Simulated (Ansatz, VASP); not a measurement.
**Two plane-wave programs on SiGe**

```
CELL_PARAMETERS angstrom
0.00000 0.00000 -6.44339
-5.85090 -3.37802 0.00000
0.00000 6.75603 0.00000
ATOMIC_POSITIONS crystal
Si 0.12545 0.33333 0.33333
Si 0.12545 0.66667 0.00000
Si 0.12545 0.00000 0.66667
Si 0.62545 0.66667 0.66667
Si 0.62545 0.00000 0.33333
Si 0.62545 0.33333 0.00000
Ge 0.49955 0.33333 0.33333
Ge 0.49955 0.66667 0.00000
Ge 0.49955 0.00000 0.66667
Ge 0.99955 0.66667 0.66667
Ge 0.99955 0.00000 0.33333
Ge 0.99955 0.33333 0.00000
```

Alike in both runs: functional PBEsol; k mesh 6 × 6 × 6; occupations gaussian, width 0.01 eV; no spin polarisation.

Ansatz relaxed the structure, and its values are those at the end. VASP's run is a single point on that final structure, the one shown.

|  | VASP | Ansatz |
| --- | --- | --- |
| version | VASP 6.6.1 | Ansatz 0.2.0 |
| potentials or method | VASP PAW PBE potentials, release 64 (Si, Ge_d), cutoff 520 eV | scalar-relativistic, plane waves, PAW |
| valence electrons in the cell | 108 | 108 |

```tsv
	VASP	Ansatz	Ansatz less VASP
gap on the k mesh at the Fermi level (eV)	0.35	0.35	-0.001
least direct gap on the mesh (eV)	0.41	0.40	-0.005
pressure (GPa)	0.0	0.0	+0.02
```

VASP's potentials were made for PBE, not for PBEsol.
